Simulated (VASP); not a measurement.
# TiAl (P-6m2) in VASP: further runs, part 2 of 2

VASP 6.6.1.

### Step 4. Single point, r2SCAN (strain +0.1000 x Voigt [1, 1, 0, 0, 0, 0])

POSCAR reads:

```
TiAl
1.0
    3.1554567597      0.0000000000      0.0000000000
   -1.5777283798      2.7327057145      0.0000000000
    0.0000000000      0.0000000000      4.6338675649
Ti Al
1 1
Direct
    0.0000000000      0.0000000000      0.0000000000
    0.3333333333      0.6666666667      0.5000000000
```

INCAR.step1 reads:

```
SYSTEM = TiAl
  PREC = Accurate
  ENCUT = 520
  ISMEAR = 0
  SIGMA = 0.15
  LREAL = .FALSE.
  LASPH = .TRUE.
  NELM = 80
  NBANDS = 14
  GGA = PE
  ALGO = Normal
  EDIFF = 1E-4
  LWAVE = .TRUE.
  LCHARG = .FALSE.
```

INCAR.step2 reads:

```
SYSTEM = TiAl
  PREC = Accurate
  ENCUT = 520
  EDIFF = 1E-7
  ISMEAR = 0
  SIGMA = 0.15
  LREAL = .FALSE.
  LASPH = .TRUE.
  NELM = 80
  ALGO = Normal
  ISIF = 2
  LWAVE = .FALSE.
  LCHARG = .FALSE.
  METAGGA = R2SCAN
  LMIXTAU = .TRUE.
  NBANDS = 14
  ISTART = 1
```

KPOINTS reads:

```
Automatic mesh
0
G
  24 24 14
  0 0 0
```

Potentials or basis: VASP PAW PBE potentials, release 64 (Ti_sv, Al).

Command:

```sh
$ cat potpaw_PBE.64/Ti_sv/POTCAR potpaw_PBE.64/Al/POTCAR > POTCAR
$ cp INCAR.step1 INCAR
$ mpirun -np 1 vasp_std > vasp.out
$ cp INCAR.step2 INCAR
$ mpirun -np 1 vasp_std > vasp.out
```

OUTCAR:

```text
SYSTEM = TiAl
   PREC = Accurate
   ENCUT = 520
   EDIFF = 1E-7
   ISMEAR = 0
   LREAL = .FALSE.
   LASPH = .TRUE.
   NELM = 80
   ISIF = 2
   METAGGA = R2SCAN
   ISTART = 1

 ion  position               nearest neighbor table
   1  0.000  0.000  0.000-   2 2.95   2 2.95   2 2.95   2 2.95   2 2.95   2 2.95
   2  0.333  0.667  0.500-   1 2.95   1 2.95   1 2.95   1 2.95   1 2.95   1 2.95

  LATTYP: Found a hexagonal cell.
 ALAT       =     3.1554567597
 C/A-ratio  =     1.4685251353

  Lattice vectors:

 A1 = (   3.1554567597,   0.0000000000,   0.0000000000)
 A2 = (  -1.5777283798,   2.7327057145,   0.0000000000)
 A3 = (   0.0000000000,   0.0000000000,   4.6338675649)

Analysis of symmetry for initial positions (statically):
=====================================================================
 Subroutine PRICEL returns:
 Original cell was already a primitive cell.

 Routine SETGRP: Setting up the symmetry group for a
 hexagonal supercell.

 Subroutine GETGRP returns: Found 12 space group operations
 (whereof 12 operations were pure point group operations)
 out of a pool of 24 trial point group operations.

The static configuration has the point symmetry D_3h.

Analysis of symmetry for dynamics (positions and initial velocities):
=====================================================================
 Subroutine PRICEL returns:
 Original cell was already a primitive cell.

 Routine SETGRP: Setting up the symmetry group for a
 hexagonal supercell.

 Subroutine GETGRP returns: Found 12 space group operations
 (whereof 12 operations were pure point group operations)
 out of a pool of 24 trial point group operations.

The dynamic configuration has the point symmetry D_3h.

 Subroutine INISYM returns: Found 12 space group operations
 (whereof 12 operations are pure point group operations),
 and found     1 'primitive' translations

----------------------------------------------------------------------------------------

                                     Primitive cell

  volume of cell :      39.9575

  direct lattice vectors                    reciprocal lattice vectors
     3.155456760  0.000000000  0.000000000     0.316911330  0.182968842  0.000000000
    -1.577728380  2.732705715  0.000000000     0.000000000  0.365937684  0.000000000
     0.000000000  0.000000000  4.633867565     0.000000000  0.000000000  0.215802456

  length of vectors
     3.155456760  3.155456760  4.633867565     0.365937684  0.365937684  0.215802456

  position of ions in fractional coordinates (direct lattice)
     0.000000000  0.000000000  0.000000000
     0.333333333  0.666666667  0.500000000

  ion indices of the primitive-cell ions
   primitive index   ion index
                 1           1
                 2           2

----------------------------------------------------------------------------------------

 KPOINTS: Automatic mesh

Automatic generation of k-mesh.
 Grid dimensions read from file:
 generate k-points for:   24   24   14

 Generating k-lattice:

  Cartesian coordinates                     Fractional coordinates (reciprocal lattice)
     0.013204639  0.007623702  0.000000000     0.041666667  0.000000000  0.000000000
     0.000000000  0.015247403  0.000000000     0.000000000  0.041666667  0.000000000
     0.000000000  0.000000000  0.015414461     0.000000000  0.000000000  0.071428571

  Length of vectors
     0.015247403  0.015247403  0.015414461

  Shift w.r.t. Gamma in fractional coordinates (k-lattice)
     0.000000000  0.000000000  0.000000000

 Subroutine IBZKPT returns following result:
 ===========================================

 Found    488 irreducible k-points:

 Following reciprocal coordinates:
            Coordinates               Weight
  0.000000  0.000000  0.000000      1.000000
  0.041667 -0.000000  0.000000      6.000000
  0.083333 -0.000000  0.000000      6.000000
  0.125000 -0.000000  0.000000      6.000000
  0.166667 -0.000000  0.000000      6.000000
  0.208333 -0.000000  0.000000      6.000000
[... 16 lines left out ...]
  0.416667  0.041667  0.000000     12.000000
  0.458333  0.041667  0.000000     12.000000
 [... further k-points ...]
   k-points           NKPTS =    488   k-points in BZ     NKDIM =    488   number of bands    NBANDS=     14
   number of dos      NEDOS =    301   number of ions     NIONS =      2
   total plane-waves  NPLWV =  20736
   dimension x,y,z NGX =    24 NGY =   24 NGZ =   36
   dimension x,y,z NGXF=    48 NGYF=   48 NGZF=   72
   ions per type =               1   1
   NGX,Y,Z   is equivalent  to a cutoff of  12.64, 12.64, 12.92 a.u.
   NGXF,Y,Z  is equivalent  to a cutoff of  25.29, 25.29, 25.83 a.u.
 SYSTEM =  TiAl
   PREC   = accura    normal or accurate (medium, high low for compatibility)
   ISTART =      1    job   : 0-new  1-cont  2-samecut
   ICHARG =      0    charge: 1-file 2-atom 10-const
   ISPIN  =      1    spin polarized calculation?
   LNONCOLLINEAR =      F non collinear calculations
   LSORBIT =      F    spin-orbit coupling
   LASPH  =      T    aspherical Exc in radial PAW
   ENCUT  =  520.0 eV  38.22 Ry    6.18 a.u.   5.87  5.87  8.62*2*pi/ulx,y,z
   NELM   =     80;   NELMIN=  2; NELMDL=  0     # of ELM steps
   EDIFF  = 0.1E-06   stopping-criterion for ELM
   LREAL  =      F    real-space projection
   EDIFFG = 0.1E-05   stopping-criterion for IOM
   NSW    =      0    number of steps for IOM
   IBRION =     -1    ionic relax: 0-MD 1-quasi-New 2-CG
   NFREE  =      0    steps in history (QN), initial steepest desc. (CG)
   ISIF   =      2    stress and relaxation
   ISYM   =      2    0-nonsym 1-usesym 2-fastsym
   POTIM  = 0.5000    time-step for ionic-motion
   TEBEG  =    0.0;   TEEND  =   0.0 temperature during run
   PSTRESS=    0.0 pullay stress
   NELECT =      15.0000    total number of electrons
   NUPDOWN=      -1.0000    fix difference up-down
   EMIN   =  10.00;   EMAX   =-10.00  energy-range for DOS
   EFERMI =   0.00;   METHOD = LEGACY
   ISMEAR =     0;   SIGMA  =   0.15  broadening in eV -4-tet -1-fermi 0-gaus
   EFERMI_NEDOS =   21; number of points for ismear=-14 and -15
   IALGO  =     38    algorithm
   IMIX   =      4    mixing-type and parameters
     AMIX     =   0.40;   BMIX     =  1.00
     AMIX_MAG =   1.60;   BMIX_MAG =  1.00
  volume/ion in A,a.u.               =      19.98       134.82
  Fermi-wavevector in a.u.,A,eV,Ry     =   1.180970  2.231710 18.975924  1.394691
  Thomas-Fermi vector in A             =   2.317253
   LORBIT       =      0    0 simple, 1 ext, 2 COOP (PROOUT), +10 PAW based schemes
   METAGGA = R2SCAN    functional components
   LHFCALC =     F    Hartree Fock is set to
   AEXX    =    0.0000 exact exchange contribution
   IVDW    =     0    specifies the selected vdW correction
   LEPSILON=     F    determine dielectric tensor
   LRPA    =     F    only Hartree local field effects (RPA)
 non-spin polarized calculation
 Gauss-broadening in eV      SIGMA  =   0.15
  energy-cutoff  :      520.00
  volume of cell :       39.96
 maximum number of plane-waves:      1095
 NGX is ok and might be reduce to    24
   NGX = 11   NGY = 11   NGZ = 17

 number of electron      15.0000008 magnetization

 Free energy of the ion-electron system (eV)
  ---------------------------------------------------
  ext. energy  EPLUGINS =         0.00000000
  ---------------------------------------------------
  free energy    TOTEN  =       -19.84558083 eV

  energy without entropy =      -19.81563464  energy(sigma->0) =      -19.83060774

 E-fermi :   6.0825     XC(G=0): -10.9504

 val. band max:        6.0804515030   @ k =   0.2083   0.1667   0.5000
 cond. band min:       6.0834155219   @ k =   0.2500   0.0417   0.0714
 fundamental gap:      0.0029640189
 Fermi energy:         6.0825376496

 k-point     1 :       0.0000    0.0000    0.0000
  band No.  band energies     occupation
      1     -53.3267      2.00000
      2     -28.5694      2.00000
      3     -28.3378      2.00000
      4     -28.3378      2.00000
      5      -2.3622      2.00000
      6       4.3047      2.00000
      7       4.9197      2.00000
      8       7.1488      0.00000
      9       7.1488      0.00000
     10       8.2141      0.00000
     11       8.2142      0.00000
     12      10.4135      0.00000
     13      16.8737      0.00000
     14      16.8737      0.00000
[... 375 lines left out ...]
 k-point    24 :       0.4583    0.0417    0.0000
  band No.  band energies     occupation
      1     -53.2964      2.00000
      2     -28.5689      2.00000
      3     -28.5345      2.00000
      4     -28.3954      2.00000
      5       2.1889      2.00000
      6       3.1558      2.00000
      7       4.9866      2.00000
      8       5.4705      2.00000
      9       7.6756      0.00000
     10       9.0006      0.00000
     11       9.5234      0.00000
     12      10.4102      0.00000
     13      11.3564      0.00000
     14      12.0758      0.00000

 [... further k-points ...]
[... 5 lines left out ...]
  --------------------------------------------------------------------------------------
  -------------------------------------------------------------------------------------
  Total       -3.9750210     -3.9750210     -2.5526582     -0.0000000      0.0000000      0.0000000
  in kB     -159.3864115   -159.3864115   -102.3539338     -0.0000000      0.0000000      0.0000000
  external PRESSURE =    -140.3755856 kB  Pullay stress =       0.0000000 kB

 VOLUME and BASIS-vectors are now :
 -----------------------------------------------------------------------------
  energy-cutoff  :      520.00
  volume of cell :       39.96
      direct lattice vectors                 reciprocal lattice vectors
     3.155456760  0.000000000  0.000000000     0.316911330  0.182968842  0.000000000
    -1.577728380  2.732705715  0.000000000     0.000000000  0.365937684  0.000000000
     0.000000000  0.000000000  4.633867565     0.000000000  0.000000000  0.215802456

 POSITION                                       TOTAL-FORCE (eV/Angst)
 -----------------------------------------------------------------------------------
      0.00000      0.00000      0.00000         0.000000      0.000000      0.000000
     -0.00000      1.82180      2.31693        -0.000000     -0.000000      0.000000
 -----------------------------------------------------------------------------------
    total drift:                               -0.000005      0.000003      0.000000

  FREE ENERGIE OF THE ION-ELECTRON SYSTEM (eV)
  ---------------------------------------------------
  free  energy   TOTEN  =       -19.8455808288 eV

  energy  without entropy=      -19.8156346437  energy(sigma->0) =      -19.83060774
```

Wall time 7.8 min (1 thread of Intel Xeon 6975P-C (Granite Rapids), shared host); peak memory 0.39 GiB.

Results:

| Item | Value |
| --- | --- |
| Free energy | -19.8456 eV |
| Pressure | -14.0 GPa |

Stress tensor (GPa, compression positive):
```
-15.94   0.00   0.00
  0.00 -15.94   0.00
  0.00   0.00 -10.24
```

Caveat: the cell differs from its parent crystal (strain +0.1000 x Voigt [1, 1, 0, 0, 0, 0]); the PAW data sets were made with another functional, which shifts forces and pressure a little.

### Step 5. Summary

| cell | gap on the mesh (eV) | pressure (GPa) |
| --- | --- | --- |
| a = 2.940, b = 2.940, c = 4.634 Å, angles 90.0, 90.0, 120.0°, 2 atoms | none | -4.7 |
| a = 3.084, b = 3.084, c = 4.634 Å, angles 90.0, 90.0, 120.0°, 2 atoms | none | -11.7 |
| a = 3.155, b = 3.155, c = 4.634 Å, angles 90.0, 90.0, 120.0°, 2 atoms | none | -14.0 |

Alike in all rows: task single point; level r2SCAN; potentials or basis VASP PAW PBE potentials, release 64 (Ti_sv, Al); no spin polarisation; k mesh 24 × 24 × 14; cutoff (eV) 520; smearing gaussian 0.15 eV.

Caveats: the PAW data sets were made with another functional, which shifts forces and pressure a little.

Absolute energies hang on the potentials; compare differences alone.
